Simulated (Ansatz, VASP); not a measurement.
# ZrTa3N4 in VASP and in Ansatz

```
CELL_PARAMETERS angstrom
0.00000 0.00000 2.90072
5.98846 0.00000 0.00000
-2.99423 5.18616 0.00000
ATOMIC_POSITIONS crystal
Zr 0.00000 0.00000 0.00000
Ta 0.00000 0.49853 0.99705
Ta 0.00000 0.00295 0.50147
Ta 0.00000 0.49853 0.50147
N 0.50000 0.17266 0.82734
N 0.50000 0.65468 0.82734
N 0.50000 0.66667 0.33333
N 0.50000 0.17266 0.34532
```

Alike in both runs: task single point; functional PBE; k mesh 8 × 6 × 6; occupations gaussian, width 0.2 eV; no spin polarisation.

|  | VASP | Ansatz |
| --- | --- | --- |
| version | VASP 6.6.1 | Ansatz 0.2.0 |
| potentials or method | VASP PAW PBE potentials, release 64 (Zr_sv, Ta_pv, N), cutoff 520 eV | scalar-relativistic, plane waves, PAW |
| valence electrons in the cell | 65 | 71 |

```csv
,VASP,Ansatz,Ansatz less VASP
gap on the k mesh at the Fermi level (eV),none,none,-
pressure (GPa),0.6,0.1,-0.54
"traceless stress, the component that is largest in VASP (GPa)",-0.06,-0.18,-0.119
rms of the force components (eV/Å),0.009,0.001,-0.0083
```

Atom by atom the forces differ by 0.008 eV/Å (rms over components). A gap of «none» marks a metal or a gap that the smearing closes. VASP's potentials hold 65 valence electrons a cell and Ansatz's 71, so a difference there can come from the potentials and not from the codes.

Spin-orbit coupling is off throughout.
